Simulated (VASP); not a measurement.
Set up this calculation in VASP 6.6.1, as the native input.

| Quantity | Value |
| --- | --- |
| Task | single point |
| Functional | PBEsol |
| Potentials or basis | VASP PAW PBE potentials, release 64 (Ga_d, Sb) |
| Cutoff | 520 eV |
| k mesh | 12 × 12 × 12 |
| Occupations | gaussian, width 0.1 eV |
| Spin | no spin polarisation |
| Dipole correction | no |
| Further INCAR settings | ALGO = Normal; EDIFF = 1e-07; NBANDS = 16 |

The structure of GaSb lies in POSCAR:

```
GaSb
1.0
    0.0000000000      3.1155434918      3.1155434918
    3.1155434918      0.0000000000      3.1155434918
    3.1155434918      3.1155434918      0.0000000000
Ga Sb
1 1
Direct
    0.0000000000      0.0000000000      0.0000000000
    0.2500000000      0.2500000000      0.2500000000
```

This cell differs from its parent crystal: volume scaled by 1.06.

The input as run:

INCAR

```
SYSTEM = GaSb
PREC = Accurate
ENCUT = 520
EDIFF = 1E-7
ISMEAR = 0
SIGMA = 0.1
LREAL = .FALSE.
LASPH = .TRUE.
NELM = 60
ALGO = Normal
ISIF = 2
LWAVE = .FALSE.
LCHARG = .TRUE.
GGA = PS
LELF = .TRUE.
LVHAR = .TRUE.
NBANDS = 16
```

KPOINTS

```
regular mesh
0
G
  12 12 12
  0 0 0
```

Potentials or basis: VASP PAW PBE potentials, release 64 (Ga_d, Sb).

Run with:

```sh
$ cat potpaw_PBE.64/Ga_d/POTCAR potpaw_PBE.64/Sb/POTCAR > POTCAR
$ mpirun -np 1 vasp_std > vasp.out
```

It gave:

| Item | Value |
| --- | --- |
| Pressure | -2.5 GPa |
| Band gap on the k mesh | zero (filled and empty bands touch) |

Caveat: the PAW data sets were made with another functional, which shifts forces and pressure a little; spin-orbit coupling is left out, which moves the levels of the heavy elements.

Run time: 3.1 min on 1 thread of AMD EPYC 7R13, with other jobs on the host, peak memory 0.22 GiB.
